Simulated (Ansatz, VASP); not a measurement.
**Two plane-wave programs on Mg3Cd2Te3**

```
Mg Cd Te
1.0
     5.73920    0.00000    0.00000
     0.00000    5.73920    0.00000
     0.00000    0.00000    6.27751
Mg Cd Te
3 2 3
Direct
  0.00000 0.50000 0.50000
  0.50000 0.00000 0.50000
  0.00000 0.00000 0.50000
  0.00000 0.50000 0.00000
  0.50000 0.00000 0.00000
  0.00000 0.00000 0.00000
  0.50000 0.50000 0.00000
  0.50000 0.50000 0.50000
```

Alike in both runs: task relaxation of cell and atoms; functional PBE; k mesh 3 × 3 × 3; occupations gaussian, width 0.2 eV; no spin polarisation.

|  | VASP | Ansatz |
| --- | --- | --- |
| version | VASP 6.6.1 | Ansatz 0.2.0 |
| potentials or method | VASP PAW PBE potentials, release 64 (Mg, Cd, Te), cutoff 600 eV | scalar-relativistic, plane waves, PAW |
| valence electrons in the cell | 48 | 118 |

```csv
,VASP,Ansatz,Ansatz less VASP
"gap on the k mesh at the Fermi level, each at its own relaxed structure (eV)",none,none,-
relaxed volume (Å³/atom),30.43,30.10,-0.333
relaxed length of the cell vector where the two differ most in proportion (Å),6.128,6.072,-0.0561
```

A gap of «none» marks a metal or a gap that the smearing closes. VASP's potentials hold 48 valence electrons a cell and Ansatz's 118, so a difference there can come from the potentials and not from the codes.

The k mesh is coarse, so the values compare programs but aren't converged. Neither program's run includes spin-orbit coupling. Noted on VASP's run: the volume moved by over 15 % at a fixed basis, so the end points are rough.
